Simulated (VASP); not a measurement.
# WSe2 (P6_3/mmc) in VASP: further runs

WSe2 is run at these levels: PBE+D3(BJ); tasks: electric field gradients, phonons.

All numbers are computed with VASP 6.6.1; they aren't measurements. Logs are shortened: lines on timing, memory, paths and dates and some standing lists are left out, and cuts for length are marked.

## (1) The cell of the first run

It takes space group P6_3/mmc (No. 194, hexagonal). Conventional cell: a = 3.279 Å, b = 3.279 Å, c = 12.788 Å, α = 90.00°, β = 90.00°, γ = 120.00°. W (site symmetry -6m2) has 6 Se at 2.53 Å and 6 W at 3.28 Å within 3.3 Å. Se (site symmetry 3m) has 3 W at 2.53 Å and 7 Se at 3.28 to 3.37 Å within 3.4 Å.

## (2) Electric field gradients, PBE+D3(BJ)

The input, INCAR:

```
ALGO = Normal ; EDIFF = 1E-8
ENCUT = 520 ; GGA = PE
ISIF = 2 ; ISMEAR = 0
IVDW = 12 ; LASPH = T
LCHARG = F ; LEFG = T
LREAL = F ; LWAVE = F
NBANDS = 35 ; NELM = 100
PREC = Accurate ; SIGMA = 0.01
```

The input, KPOINTS:

```
k-points
0
Gamma
  9 9 2
```

The input, POSCAR:

```
WSe2
1.0
    3.2790156292      0.0000000000      0.0000000000
   -1.6395078146      2.8397108343      0.0000000000
    0.0000000000      0.0000000000     12.7880973283
W Se
2 4
Direct
    0.3333333333      0.6666666667      0.2500000000
    0.6666666667      0.3333333333      0.7500000000
    0.3333333333      0.6666666667      0.6182917096
    0.6666666667      0.3333333333      0.1182917096
    0.3333333333      0.6666666667      0.8817082904
    0.6666666667      0.3333333333      0.3817082904
```

Potentials or basis: VASP PAW PBE potentials, release 64 (W_sv, Se).

Run with:

```console
> cat potpaw_PBE.64/W_sv/POTCAR potpaw_PBE.64/Se/POTCAR > POTCAR
> mpirun -np 1 vasp_std > vasp.out
```

OUTCAR:

```text
EDIFF = 1E-8
   ENCUT = 520
   GGA = PE
   ISIF = 2
   ISMEAR = 0
   IVDW = 12
   LASPH = T
   LREAL = F
   NELM = 100
   PREC = Accurate
 IVDW          = 12

 ion  position               nearest neighbor table
   1  0.333  0.667  0.250-   4 2.53   6 2.53   4 2.53   6 2.53   4 2.53   6 2.53
   2  0.667  0.333  0.750-   3 2.53   5 2.53   3 2.53   5 2.53   3 2.53   5 2.53
   3  0.333  0.667  0.618-   2 2.53   2 2.53   2 2.53
   4  0.667  0.333  0.118-   1 2.53   1 2.53   1 2.53
   5  0.333  0.667  0.882-   2 2.53   2 2.53   2 2.53
   6  0.667  0.333  0.382-   1 2.53   1 2.53   1 2.53

  LATTYP: Found a hexagonal cell.
 ALAT       =     3.2790156292
 C/A-ratio  =     3.8999805961

  Lattice vectors:

 A1 = (   3.2790156292,   0.0000000000,   0.0000000000)
 A2 = (  -1.6395078146,   2.8397108343,   0.0000000000)
 A3 = (   0.0000000000,   0.0000000000,  12.7880973283)

Analysis of symmetry for initial positions (statically):
=====================================================================
 Subroutine PRICEL returns:
 Original cell was already a primitive cell.

 Routine SETGRP: Setting up the symmetry group for a
 hexagonal supercell.

 Subroutine GETGRP returns: Found 24 space group operations
 (whereof 12 operations were pure point group operations)
 out of a pool of 24 trial point group operations.

The static configuration has the point symmetry D_3d.
 The point group associated with its full space group is D_6h.

Analysis of symmetry for dynamics (positions and initial velocities):
=====================================================================
 Subroutine PRICEL returns:
 Original cell was already a primitive cell.

 Routine SETGRP: Setting up the symmetry group for a
 hexagonal supercell.

 Subroutine GETGRP returns: Found 24 space group operations
 (whereof 12 operations were pure point group operations)
 out of a pool of 24 trial point group operations.

The dynamic configuration has the point symmetry D_3d.
 The point group associated with its full space group is D_6h.

 Subroutine INISYM returns: Found 24 space group operations
 (whereof 12 operations are pure point group operations),
 and found     1 'primitive' translations

----------------------------------------------------------------------------------------

                                     Primitive cell

  volume of cell :     119.0758

  direct lattice vectors                    reciprocal lattice vectors
     3.279015629  0.000000000  0.000000000     0.304969574  0.176074266  0.000000000
    -1.639507815  2.839710834  0.000000000     0.000000000  0.352148531  0.000000000
     0.000000000  0.000000000 12.788097328     0.000000000  0.000000000  0.078197716

  length of vectors
     3.279015629  3.279015629 12.788097328     0.352148531  0.352148531  0.078197716

  position of ions in fractional coordinates (direct lattice)
     0.333333333  0.666666667  0.250000000
     0.666666667  0.333333333  0.750000000
     0.333333333  0.666666667  0.618291710
     0.666666667  0.333333333  0.118291710
     0.333333333  0.666666667  0.881708290
     0.666666667  0.333333333  0.381708290

  ion indices of the primitive-cell ions
   primitive index   ion index
                 1           1
                 2           2
                 3           3
                 4           4
                 5           5
                 6           6

----------------------------------------------------------------------------------------

 KPOINTS: k-points

Automatic generation of k-mesh.
 Grid dimensions read from file:
 generate k-points for:    9    9    2

 Generating k-lattice:

  Cartesian coordinates                     Fractional coordinates (reciprocal lattice)
     0.033885508  0.019563807  0.000000000     0.111111111 -0.000000000  0.000000000
     0.000000000  0.039127615  0.000000000     0.000000000  0.111111111  0.000000000
     0.000000000  0.000000000  0.039098858     0.000000000  0.000000000  0.500000000

  Length of vectors
     0.039127615  0.039127615  0.039098858

  Shift w.r.t. Gamma in fractional coordinates (k-lattice)
     0.000000000  0.000000000  0.000000000

 Subroutine IBZKPT returns following result:
 ===========================================

 Found     24 irreducible k-points:

 Following reciprocal coordinates:
            Coordinates               Weight
  0.000000  0.000000  0.000000      1.000000
  0.111111 -0.000000  0.000000      6.000000
  0.222222  0.000000  0.000000      6.000000
  0.333333  0.000000  0.000000      6.000000
  0.444444  0.000000  0.000000      6.000000
  0.111111  0.111111  0.000000      6.000000
[... 16 lines left out ...]
  0.333333  0.222222  0.500000     12.000000
  0.333333  0.333333  0.500000      2.000000
   k-points           NKPTS =     24   k-points in BZ     NKDIM =     24   number of bands    NBANDS=     35
   number of dos      NEDOS =    301   number of ions     NIONS =      6
   total plane-waves  NPLWV =  55296
   dimension x,y,z NGX =    24 NGY =   24 NGZ =   96
   dimension x,y,z NGXF=    48 NGYF=   48 NGZF=  192
   ions per type =               2   4
   NGX,Y,Z   is equivalent  to a cutoff of  12.17, 12.17, 12.48 a.u.
   NGXF,Y,Z  is equivalent  to a cutoff of  24.34, 24.34, 24.96 a.u.
 SYSTEM =  unknown system
   PREC   = accura    normal or accurate (medium, high low for compatibility)
   ISTART =      0    job   : 0-new  1-cont  2-samecut
   ICHARG =      2    charge: 1-file 2-atom 10-const
   ISPIN  =      1    spin polarized calculation?
   LNONCOLLINEAR =      F non collinear calculations
   LSORBIT =      F    spin-orbit coupling
   LASPH  =      T    aspherical Exc in radial PAW
   ENCUT  =  520.0 eV  38.22 Ry    6.18 a.u.   6.10  6.10 23.78*2*pi/ulx,y,z
   NELM   =    100;   NELMIN=  2; NELMDL= -5     # of ELM steps
   EDIFF  = 0.1E-07   stopping-criterion for ELM
   LREAL  =      F    real-space projection
   EDIFFG = 0.1E-06   stopping-criterion for IOM
   NSW    =      0    number of steps for IOM
   IBRION =     -1    ionic relax: 0-MD 1-quasi-New 2-CG
   NFREE  =      0    steps in history (QN), initial steepest desc. (CG)
   ISIF   =      2    stress and relaxation
   ISYM   =      2    0-nonsym 1-usesym 2-fastsym
   POTIM  = 0.5000    time-step for ionic-motion
   TEBEG  =    0.0;   TEEND  =   0.0 temperature during run
   PSTRESS=    0.0 pullay stress
   NELECT =      52.0000    total number of electrons
   NUPDOWN=      -1.0000    fix difference up-down
   EMIN   =  10.00;   EMAX   =-10.00  energy-range for DOS
   EFERMI =   0.00;   METHOD = LEGACY
   ISMEAR =     0;   SIGMA  =   0.01  broadening in eV -4-tet -1-fermi 0-gaus
   EFERMI_NEDOS =   21; number of points for ismear=-14 and -15
   IALGO  =     38    algorithm
   IMIX   =      4    mixing-type and parameters
     AMIX     =   0.40;   BMIX     =  1.00
     AMIX_MAG =   1.60;   BMIX_MAG =  1.00
  volume/ion in A,a.u.               =      19.85       133.93
  Fermi-wavevector in a.u.,A,eV,Ry     =   1.242038  2.347111 20.989130  1.542658
  Thomas-Fermi vector in A             =   2.376409
   LORBIT       =      0    0 simple, 1 ext, 2 COOP (PROOUT), +10 PAW based schemes
   GGA     = PE    functional components
   LHFCALC =     F    Hartree Fock is set to
   AEXX    =    0.0000 exact exchange contribution
   IVDW    =    12    specifies the selected vdW correction
   LEPSILON=     F    determine dielectric tensor
   LRPA    =     F    only Hartree local field effects (RPA)
 non-spin polarized calculation
 Gauss-broadening in eV      SIGMA  =   0.01
  energy-cutoff  :      520.00
  volume of cell :      119.08
 maximum number of plane-waves:      3246
   NGX = 13   NGY = 13   NGZ = 47

 number of electron      51.9999988 magnetization

 Free energy of the ion-electron system (eV)
  ---------------------------------------------------
  ext. energy  EPLUGINS =         0.00000000
  ---------------------------------------------------
  free energy    TOTEN  =       -43.07737043 eV

  energy without entropy =      -43.07737043  energy(sigma->0) =      -43.07737043

 E-fermi :   6.7120     XC(G=0): -10.8976

 val. band max:        6.5249734060   @ k =   0.0000   0.0000   0.0000
 cond. band min:       7.5174802772   @ k =   0.2222   0.1111   0.0000
 fundamental gap:      0.9925068711
 Fermi energy:         6.7120221090

 k-point     1 :       0.0000    0.0000    0.0000
  band No.  band energies     occupation
      1     -67.8186      2.00000
      2     -67.8186      2.00000
      3     -32.0694      2.00000
      4     -32.0694      2.00000
      5     -31.9322      2.00000
      6     -31.9322      2.00000
[... 27 lines left out ...]
     34       9.4669      0.00000
     35      11.0796      0.00000

 k-point     2 :       0.1111   -0.0000    0.0000
  band No.  band energies     occupation
      1     -67.8174      2.00000
      2     -67.8173      2.00000
      3     -32.0640      2.00000
      4     -32.0640      2.00000
      5     -31.9606      2.00000
      6     -31.9606      2.00000
[... 27 lines left out ...]
     34       9.5667      0.00000
     35      12.0354      0.00000

 k-point     3 :       0.2222    0.0000    0.0000
  band No.  band energies     occupation
      1     -67.8142      2.00000
      2     -67.8141      2.00000
      3     -32.0503      2.00000
      4     -32.0503      2.00000
      5     -32.0320      2.00000
      6     -32.0320      2.00000
[... 27 lines left out ...]
     34      10.2103      0.00000
     35      12.8755      0.00000
[... 723 lines left out ...]
 k-point    23 :       0.3333    0.2222    0.5000
  band No.  band energies     occupation
      1     -67.8071      2.00000
      2     -67.8071      2.00000
      3     -32.1353      2.00000
      4     -32.1353      2.00000
      5     -32.0448      2.00000
      6     -32.0448      2.00000
[... 27 lines left out ...]
     34      10.7673      0.00000
     35      12.1918      0.00000

 k-point    24 :       0.3333    0.3333    0.5000
  band No.  band energies     occupation
      1     -67.8065      2.00000
      2     -67.8065      2.00000
      3     -32.1108      2.00000
      4     -32.1108      2.00000
      5     -32.0868      2.00000
      6     -32.0868      2.00000
[... 27 lines left out ...]
     34      10.8500      0.00000
     35      12.7447      0.00000

------------------------ aborting loop because EDIFF is reached ----------------------------------------

 Edisp (eV)   -2.85298

 E8    (eV) :    -1.2725

  FORCE on cell =-STRESS in cart. coord.  units (eV):
  Direction    XX          YY          ZZ          XY          YZ          ZX
  --------------------------------------------------------------------------------------
  -------------------------------------------------------------------------------------
  Total       0.21397     0.21397     0.31265     0.00000     0.00000     0.00000
  in kB       2.87904     2.87904     4.20670     0.00000     0.00000     0.00000
  external pressure =        3.32 kB  Pullay stress =        0.00 kB

 VOLUME and BASIS-vectors are now :
 -----------------------------------------------------------------------------
  energy-cutoff  :      520.00
  volume of cell :      119.08
      direct lattice vectors                 reciprocal lattice vectors
     3.279015629  0.000000000  0.000000000     0.304969574  0.176074266  0.000000000
    -1.639507815  2.839710834  0.000000000     0.000000000  0.352148531  0.000000000
     0.000000000  0.000000000 12.788097328     0.000000000  0.000000000  0.078197716

 POSITION                                       TOTAL-FORCE (eV/Angst)
 -----------------------------------------------------------------------------------
     -0.00000      1.89314      3.19702        -0.000000      0.000000      0.000000
      1.63951      0.94657      9.59107         0.000000     -0.000000      0.000000
     -0.00000      1.89314      7.90677        -0.000000     -0.000000     -0.048157
      1.63951      0.94657      1.51273         0.000000      0.000000     -0.048157
     -0.00000      1.89314     11.27537        -0.000000     -0.000000      0.048157
      1.63951      0.94657      4.88132        -0.000000      0.000000      0.048157
 -----------------------------------------------------------------------------------
    total drift:                                0.000000     -0.000000      0.000000

  FREE ENERGIE OF THE ION-ELECTRON SYSTEM (eV)
  ---------------------------------------------------
  free  energy   TOTEN  =       -45.9303481685 eV

  energy  without entropy=      -45.9303481685  energy(sigma->0) =      -45.93034817

 Electric field gradients (V/A^2)
---------------------------------------------------------------------
 ion       V_xx      V_yy      V_zz      V_xy      V_xz      V_yz
---------------------------------------------------------------------
   1      73.483    73.484  -146.967     0.001     0.000     0.000
   2      73.483    73.484  -146.967     0.001     0.000     0.000
   3      34.306    34.306   -68.612    -0.000    -0.000     0.000
   4      34.306    34.306   -68.612    -0.000     0.000    -0.000
   5      34.306    34.306   -68.612    -0.000     0.000    -0.000
   6      34.306    34.306   -68.612    -0.000    -0.000     0.000
---------------------------------------------------------------------

 Electric field gradients after diagonalization (V/A^2)
 (convention: |V_zz| > |V_xx| > |V_yy|)
----------------------------------------------------------------------
 ion       V_xx      V_yy      V_zz     asymmetry (V_yy - V_xx)/ V_zz
----------------------------------------------------------------------
   1      73.484    73.482  -146.967       0.000
   2      73.484    73.482  -146.967       0.000
   3      34.306    34.306   -68.612       0.000
   4      34.306    34.306   -68.612       0.000
   5      34.306    34.306   -68.612       0.000
   6      34.306    34.306   -68.612       0.000
----------------------------------------------------------------------

           NMR quadrupolar parameters

 Cq : quadrupolar parameter    Cq=e*Q*V_zz/h
 eta: asymmetry parameters     (V_yy - V_xx)/ V_zz
 Q  : nuclear electric quadrupole moment in mb (millibarn)
----------------------------------------------------------------------
 ion       Cq(MHz)       eta       Q (mb)
----------------------------------------------------------------------
   1      -0.355       0.000       1.000
   2      -0.355       0.000       1.000
   3      -0.166       0.000       1.000
   4      -0.166       0.000       1.000
   5      -0.166       0.000       1.000
   6      -0.166       0.000       1.000
----------------------------------------------------------------------
```

Wall time 2.8 min (1 thread of AMD EPYC 7R43 (Zen 3), shared host); peak memory 0.24 GiB.

What came out:

| Quantity | Value |
| --- | --- |
| Free energy | -45.9303 eV |
| Pressure | 0.3 GPa |
| Largest force | 0.048 eV/Å |
| Band gap on the k mesh | 0.99 eV (least direct gap 1.56 eV) |
| Largest electric field gradient by atom | W -147.0; Se -68.6 V/Å² |
| Dispersion energy per atom | -0.475 eV |

Forces in eV/Å, atoms in the order of the input:
```
W    0.000  0.000  0.000
W    0.000  0.000  0.000
Se   0.000  0.000 -0.048
Se   0.000  0.000 -0.048
Se   0.000  0.000  0.048
Se   0.000  0.000  0.048
```

Stress tensor (GPa, compression positive):
```
0.29 0.00 0.00
0.00 0.29 0.00
0.00 0.00 0.42
```

Levels at points of the mesh, in eV from the valence-band top:
| k point | band 24 | band 25 | band 26 | band 27 | band 28 | band 29 |
| --- | --- | --- | --- | --- | --- | --- |
| (0.00, 0.00, 0.00) | -1.20 | -0.96 | 0.00 | 2.63 | 2.63 | 2.68 |
| (0.00, 0.00, 0.50) | -1.50 | -0.20 | -0.20 | 2.63 | 2.63 | 2.63 |

Electric field gradients, principal values (V/Å²):
| atom | least | middle | greatest (by size) |
| --- | --- | --- | --- |
| 1 W | 73.482 | 73.484 | -146.967 |
| 2 W | 73.482 | 73.484 | -146.967 |
| 3 Se | 34.306 | 34.306 | -68.612 |
| 4 Se | 34.306 | 34.306 | -68.612 |
| 5 Se | 34.306 | 34.306 | -68.612 |
| 6 Se | 34.306 | 34.306 | -68.612 |

Caveat: without QUAD_EFG the Cq values of the log hold for a quadrupole moment of 1 mb, not for the nuclei; spin-orbit coupling is left out, which moves the levels of the heavy elements; an odd mesh through Γ misses points on the zone boundary, where band edges can lie.

(Continued in part 2 of 2.)
